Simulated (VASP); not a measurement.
# Te (Pmc2_1) in VASP: a series of runs

The runs below take Te through single point, with PBE.

All numbers are computed with VASP 6.6.1; they aren't measurements. Logs are shortened: lines on timing, memory, paths and dates and some standing lists are left out, and cuts for length are marked.

### 1 The cell of the first run

It takes space group Pmc2_1 (No. 26, orthorhombic). The conventional cell has a = 3.110 Å, b = 4.711 Å, c = 8.925 Å, α = 90.00°, β = 90.00°, γ = 90.00°. Within 4.0 Å of Te (site symmetry m) lie 6 Te at 3.04 to 3.44 Å. Within 4.0 Å of Te (site symmetry m) lie 6 Te at 3.04 to 3.44 Å.

### 2 Single point, PBE

Input file INCAR:

```
SYSTEM = Te
PREC     = Accurate       ! precision mode
ENCUT    = 520            ! plane-wave cutoff, eV
EDIFF    = 1E-6           ! SCF threshold, eV
ISMEAR   = -1             ! smearing method
SIGMA    = 0.05           ! smearing width, eV
LREAL    = .FALSE.        ! projectors in reciprocal space
LASPH    = .TRUE.         ! aspherical terms in the spheres
NELM     = 60             ! most SCF steps
ALGO     = Normal         ! electronic algorithm
ISIF     = 2              ! what is computed and relaxed
LWAVE    = .FALSE.        ! write WAVECAR
LCHARG   = .TRUE.         ! write CHGCAR
GGA      = PE             ! functional
LELF     = .TRUE.         ! ELF
LVHAR    = .TRUE.       
NBANDS   = 20             ! bands
```

Input file KPOINTS:

```
Automatic mesh
0
G
  9 6 3
  0 0 0
```

Input file POSCAR:

```
Te
1.0
    3.1097564944      0.0000000000      0.0000000000
    0.0000000000      4.7110754436      0.0000000000
    0.0000000000      0.0000000000      8.9253050554
Te
4
Direct
    0.5000000000      0.0125320000      0.5091860000
    0.5000000000      0.9874680000      0.0091860000
    0.5000000000      0.4547290000      0.2608140000
    0.5000000000      0.5452710000      0.7608140000
```

Potentials or basis: VASP PAW PBE potentials, release 64 (Te).

Started as:

```bash
$ cat potpaw_PBE.64/Te/POTCAR > POTCAR
$ mpirun -np 1 vasp_std > vasp.out
```

OUTCAR:

```text
SYSTEM = Te
   PREC = Accurate
   ENCUT = 520
   EDIFF = 1E-6
   ISMEAR = -1
   LREAL = .FALSE.
   LASPH = .TRUE.
   NELM = 60
   ISIF = 2
   GGA = PE

 ion  position               nearest neighbor table
   1  0.500  0.013  0.509-   3 3.04   4 3.14   4 3.37   3 3.44
   2  0.500  0.987  0.009-   4 3.04   3 3.14   3 3.37   4 3.44
   3  0.500  0.455  0.261-   1 3.04   2 3.14   2 3.37   1 3.44
   4  0.500  0.545  0.761-   2 3.04   1 3.14   1 3.37   2 3.44

  LATTYP: Found a simple orthorhombic cell.
 ALAT       =     3.1097564944
 B/A-ratio  =     1.5149338709
 C/A-ratio  =     2.8700977300

  Lattice vectors:

 A1 = (   3.1097564944,   0.0000000000,   0.0000000000)
 A2 = (   0.0000000000,   4.7110754436,   0.0000000000)
 A3 = (   0.0000000000,   0.0000000000,   8.9253050554)

Analysis of symmetry for initial positions (statically):
=====================================================================
 Subroutine PRICEL returns:
 Original cell was already a primitive cell.

 Routine SETGRP: Setting up the symmetry group for a
 simple orthorhombic supercell.

 Subroutine GETGRP returns: Found  4 space group operations
 (whereof  2 operations were pure point group operations)
 out of a pool of  8 trial point group operations.

The static configuration has the point symmetry C_1h.
 The point group associated with its full space group is C_2v.

Analysis of symmetry for dynamics (positions and initial velocities):
=====================================================================
 Subroutine PRICEL returns:
 Original cell was already a primitive cell.

 Routine SETGRP: Setting up the symmetry group for a
 simple orthorhombic supercell.

 Subroutine GETGRP returns: Found  4 space group operations
 (whereof  2 operations were pure point group operations)
 out of a pool of  8 trial point group operations.

The dynamic configuration has the point symmetry C_1h.
 The point group associated with its full space group is C_2v.

 Subroutine INISYM returns: Found  4 space group operations
 (whereof  2 operations are pure point group operations),
 and found     1 'primitive' translations

----------------------------------------------------------------------------------------

                                     Primitive cell

  volume of cell :     130.7584

  direct lattice vectors                    reciprocal lattice vectors
     3.109756494  0.000000000  0.000000000     0.321568586  0.000000000  0.000000000
     0.000000000  4.711075444  0.000000000     0.000000000  0.212265758  0.000000000
     0.000000000  0.000000000  8.925305055     0.000000000  0.000000000  0.112040988

  length of vectors
     3.109756494  4.711075444  8.925305055     0.321568586  0.212265758  0.112040988

  position of ions in fractional coordinates (direct lattice)
     0.500000000  0.012532000  0.509186000
     0.500000000  0.987468000  0.009186000
     0.500000000  0.454729000  0.260814000
     0.500000000  0.545271000  0.760814000

  ion indices of the primitive-cell ions
   primitive index   ion index
                 1           1
                 2           2
                 3           3
                 4           4

----------------------------------------------------------------------------------------

 KPOINTS: Automatic mesh

Automatic generation of k-mesh.
 Grid dimensions read from file:
 generate k-points for:    9    6    3

 Generating k-lattice:

  Cartesian coordinates                     Fractional coordinates (reciprocal lattice)
     0.035729843  0.000000000  0.000000000     0.111111111  0.000000000  0.000000000
     0.000000000  0.035377626  0.000000000     0.000000000  0.166666667  0.000000000
     0.000000000  0.000000000  0.037346996     0.000000000  0.000000000  0.333333333

  Length of vectors
     0.035729843  0.035377626  0.037346996

  Shift w.r.t. Gamma in fractional coordinates (k-lattice)
     0.000000000  0.000000000  0.000000000

 Subroutine IBZKPT returns following result:
 ===========================================

 Found     40 irreducible k-points:

 Following reciprocal coordinates:
            Coordinates               Weight
  0.000000  0.000000  0.000000      1.000000
  0.111111  0.000000  0.000000      2.000000
  0.222222  0.000000  0.000000      2.000000
  0.333333  0.000000  0.000000      2.000000
  0.444444  0.000000  0.000000      2.000000
  0.000000  0.166667  0.000000      2.000000
[... 16 lines left out ...]
  0.222222  0.000000  0.333333      4.000000
  0.333333  0.000000  0.333333      4.000000
 [... further k-points ...]
   k-points           NKPTS =     40   k-points in BZ     NKDIM =     40   number of bands    NBANDS=     20
   number of dos      NEDOS =    301   number of ions     NIONS =      4
   total plane-waves  NPLWV =  60480
   dimension x,y,z NGX =    24 NGY =   36 NGZ =   70
   dimension x,y,z NGXF=    48 NGYF=   72 NGZF=  140
   ions per type =               4
   NGX,Y,Z   is equivalent  to a cutoff of  12.83, 12.70, 13.04 a.u.
   NGXF,Y,Z  is equivalent  to a cutoff of  25.66, 25.41, 26.08 a.u.
 SYSTEM =  Te
   PREC   = accura    normal or accurate (medium, high low for compatibility)
   ISTART =      0    job   : 0-new  1-cont  2-samecut
   ICHARG =      2    charge: 1-file 2-atom 10-const
   ISPIN  =      1    spin polarized calculation?
   LNONCOLLINEAR =      F non collinear calculations
   LSORBIT =      F    spin-orbit coupling
   LASPH  =      T    aspherical Exc in radial PAW
   ENCUT  =  520.0 eV  38.22 Ry    6.18 a.u.   5.78  8.76 16.60*2*pi/ulx,y,z
   NELM   =     60;   NELMIN=  2; NELMDL= -5     # of ELM steps
   EDIFF  = 0.1E-05   stopping-criterion for ELM
   LREAL  =      F    real-space projection
   EDIFFG = 0.1E-04   stopping-criterion for IOM
   NSW    =      0    number of steps for IOM
   IBRION =     -1    ionic relax: 0-MD 1-quasi-New 2-CG
   NFREE  =      0    steps in history (QN), initial steepest desc. (CG)
   ISIF   =      2    stress and relaxation
   ISYM   =      2    0-nonsym 1-usesym 2-fastsym
   POTIM  = 0.5000    time-step for ionic-motion
   TEBEG  =    0.0;   TEEND  =   0.0 temperature during run
   PSTRESS=    0.0 pullay stress
   NELECT =      24.0000    total number of electrons
   NUPDOWN=      -1.0000    fix difference up-down
   EMIN   =  10.00;   EMAX   =-10.00  energy-range for DOS
   EFERMI =   0.00;   METHOD = LEGACY
   ISMEAR =    -1;   SIGMA  =   0.05  broadening in eV -4-tet -1-fermi 0-gaus
   EFERMI_NEDOS =   21; number of points for ismear=-14 and -15
   IALGO  =     38    algorithm
   IMIX   =      4    mixing-type and parameters
     AMIX     =   0.40;   BMIX     =  1.00
     AMIX_MAG =   1.60;   BMIX_MAG =  1.00
  volume/ion in A,a.u.               =      32.69       220.60
  Fermi-wavevector in a.u.,A,eV,Ry     =   0.930369  1.758143 11.777029  0.865587
  Thomas-Fermi vector in A             =   2.056750
   LORBIT       =      0    0 simple, 1 ext, 2 COOP (PROOUT), +10 PAW based schemes
   GGA     = PE    functional components
   LHFCALC =     F    Hartree Fock is set to
   AEXX    =    0.0000 exact exchange contribution
   IVDW    =     0    specifies the selected vdW correction
   LEPSILON=     F    determine dielectric tensor
   LRPA    =     F    only Hartree local field effects (RPA)
 non-spin polarized calculation
  energy-cutoff  :      520.00
  volume of cell :      130.76
 maximum number of plane-waves:      3547
 NGX is ok and might be reduce to    24
   NGX = 11   NGY = 17   NGZ = 33

 number of electron      23.9999998 magnetization

 Free energy of the ion-electron system (eV)
  ---------------------------------------------------
  ext. energy  EPLUGINS =         0.00000000
  ---------------------------------------------------
  free energy    TOTEN  =       -12.39442686 eV

  energy without entropy =      -12.38057200  energy(sigma->0) =      -12.38749943

 E-fermi :   6.4342     XC(G=0):  -9.2638

 val. band max:        6.3665186277   @ k =   0.4444   0.3333   0.3333
 cond. band min:       6.4794932996   @ k =   0.4444   0.1667   0.3333
 fundamental gap:      0.1129746719
 Fermi energy:         6.4342302855

 k-point     1 :       0.0000    0.0000    0.0000
  band No.  band energies     occupation
      1      -7.2483      2.00000
      2      -5.9685      2.00000
      3      -5.8307      2.00000
      4      -3.9805      2.00000
      5       1.8253      2.00000
      6       1.9760      2.00000
[... 12 lines left out ...]
     19      12.2277      0.00000
     20      13.2941      0.00000

 k-point     2 :       0.1111    0.0000    0.0000
  band No.  band energies     occupation
      1      -7.0863      2.00000
      2      -5.8058      2.00000
      3      -5.6673      2.00000
      4      -3.8132      2.00000
      5       1.9745      2.00000
      6       2.1229      2.00000
[... 12 lines left out ...]
     19      12.4527      0.00000
     20      14.2621      0.00000

 k-point     3 :       0.2222    0.0000    0.0000
  band No.  band energies     occupation
      1      -6.6207      2.00000
      2      -5.3374      2.00000
      3      -5.1967      2.00000
      4      -3.3272      2.00000
      5       2.3910      2.00000
      6       2.5323      2.00000
[... 12 lines left out ...]
     19      12.9600      0.00000
     20      13.8495      0.00000

 k-point     4 :       0.3333    0.0000    0.0000
  band No.  band energies     occupation
      1      -5.9418      2.00000
      2      -4.6516      2.00000
      3      -4.5059      2.00000
      4      -2.6000      2.00000
      5       1.8985      2.00000
      6       2.9190      2.00000
[... 12 lines left out ...]
     19      12.2040      0.00000
     20      12.5649      0.00000

 k-point     5 :       0.4444    0.0000    0.0000
  band No.  band energies     occupation
      1      -5.3329      2.00000
      2      -4.0321      2.00000
      3      -3.8793      2.00000
      4      -1.9150      2.00000
      5       0.5045      2.00000
      6       1.7042      2.00000
[... 12 lines left out ...]
     19      11.0654      0.00000
     20      11.3809      0.00000

 k-point     6 :       0.0000    0.1667    0.0000
  band No.  band energies     occupation
      1      -7.1100      2.00000
      2      -5.9212      2.00000
      3      -5.7744      2.00000
      4      -4.2869      2.00000
      5       1.7109      2.00000
      6       1.9437      2.00000
[... 12 lines left out ...]
     19      13.0445      0.00000
     20      13.5362      0.00000

 k-point     7 :       0.1111    0.1667    0.0000
  band No.  band energies     occupation
      1      -6.9480      2.00000
      2      -5.7584      2.00000
      3      -5.6109      2.00000
      4      -4.1204      2.00000
      5       1.8611      2.00000
      6       2.0955      2.00000
[... 12 lines left out ...]
     19      13.3732      0.00000
     20      14.4516      0.00000
[... 277 lines left out ...]
 k-point    20 :       0.4444    0.5000    0.0000
  band No.  band energies     occupation
      1      -4.3574      2.00000
      2      -4.0942      2.00000
      3      -3.6198      2.00000
      4      -3.2819      2.00000
      5       1.4487      2.00000
      6       1.6398      2.00000
[... 12 lines left out ...]
     19      11.7125      0.00000
     20      11.7441      0.00000

 k-point    21 :       0.0000    0.0000    0.3333
  band No.  band energies     occupation
      1      -7.0880      2.00000
      2      -6.6225      2.00000
      3      -5.0435      2.00000
      4      -4.2934      2.00000
      5       1.9198      2.00000
      6       1.9849      2.00000
[... 12 lines left out ...]
     19      13.1415      0.00000
     20      13.2984      0.00000

 k-point    22 :       0.1111    0.0000    0.3333
  band No.  band energies     occupation
      1      -6.9259      2.00000
      2      -6.4602      2.00000
      3      -4.8791      2.00000
      4      -4.1271      2.00000
      5       2.0689      2.00000
      6       2.1336      2.00000
[... 12 lines left out ...]
     19      13.4735      0.00000
     20      13.5529      0.00000

 k-point    23 :       0.2222    0.0000    0.3333
  band No.  band energies     occupation
      1      -6.4600      2.00000
      2      -5.9932      2.00000
      3      -4.4046      2.00000
      4      -3.6454      2.00000
      5       2.4855      2.00000
      6       2.5491      2.00000
[... 12 lines left out ...]
     19      13.8390      0.00000
     20      13.8764      0.00000

 k-point    24 :       0.3333    0.0000    0.3333
  band No.  band energies     occupation
      1      -5.7804      2.00000
      2      -5.3111      2.00000
      3      -3.7046      2.00000
      4      -2.9284      2.00000
      5       2.0516      2.00000
      6       2.4882      2.00000
[... 12 lines left out ...]
     19      12.0384      0.00000
     20      12.1658      0.00000

 [... further k-points ...]

------------------------ aborting loop because EDIFF is reached ----------------------------------------

  FORCE on cell =-STRESS in cart. coord.  units (eV):
  Direction    XX          YY          ZZ          XY          YZ          ZX
  --------------------------------------------------------------------------------------
  -------------------------------------------------------------------------------------
  Total        1.3399000      0.4282521      0.8716012      0.0000000      0.0000000      0.0000000
  in kB       16.4177434      5.2473566     10.6796957      0.0000000      0.0000000      0.0000000
  external PRESSURE =      10.7815986 kB  Pullay stress =       0.0000000 kB

 VOLUME and BASIS-vectors are now :
 -----------------------------------------------------------------------------
  energy-cutoff  :      520.00
  volume of cell :      130.76
      direct lattice vectors                 reciprocal lattice vectors
     3.109756494  0.000000000  0.000000000     0.321568586  0.000000000  0.000000000
     0.000000000  4.711075444  0.000000000     0.000000000  0.212265758  0.000000000
     0.000000000  0.000000000  8.925305055     0.000000000  0.000000000  0.112040988

 POSITION                                       TOTAL-FORCE (eV/Angst)
 -----------------------------------------------------------------------------------
      1.55488      0.05904      4.54464         0.000000     -0.034429      0.030958
      1.55488      4.65204      0.08199         0.000000      0.034429      0.030958
      1.55488      2.14226      2.32784         0.000000      0.098531     -0.030958
      1.55488      2.56881      6.79050         0.000000     -0.098531     -0.030958
 -----------------------------------------------------------------------------------
    total drift:                               -0.000000      0.000000     -0.000038

  FREE ENERGIE OF THE ION-ELECTRON SYSTEM (eV)
  ---------------------------------------------------
  free  energy   TOTEN  =       -12.3944268650 eV

  energy  without entropy=      -12.3805719977  energy(sigma->0) =      -12.38749943
```

Run time: 2 min. Hardware: 1 thread of Intel Xeon 8259CL, shared host; peak memory 0.27 GiB.

What came out:

| Quantity | Value |
| --- | --- |
| Free energy | -12.3944 eV |
| Pressure | 1.1 GPa |
| Largest force | 0.103 eV/Å |
| Band gap on the k mesh | zero (bands 12 and 13 overlap by 3.58 eV) |

Forces in eV/Å, atoms in the order of the input:
```
Te   0.000 -0.034  0.031
Te   0.000  0.034  0.031
Te   0.000  0.099 -0.031
Te   0.000 -0.099 -0.031
```

Levels at points of the mesh, in eV from the Fermi level:
```csv
k point,band 10,band 11,band 12,band 13,band 14,band 15
"(0.00, 0.00, 0.00)",-2.55,0.91,1.06,1.80,2.25,2.90
"(0.00, 0.50, 0.00)",-2.38,2.13,2.19,2.63,2.85,3.14
```

Caveat: spin-orbit coupling is left out, which moves the levels of the heavy elements.

(Continued in part 2 of 2.)

The gap in the log of VASP goes by the Fermi energy; the results here count the filled bands.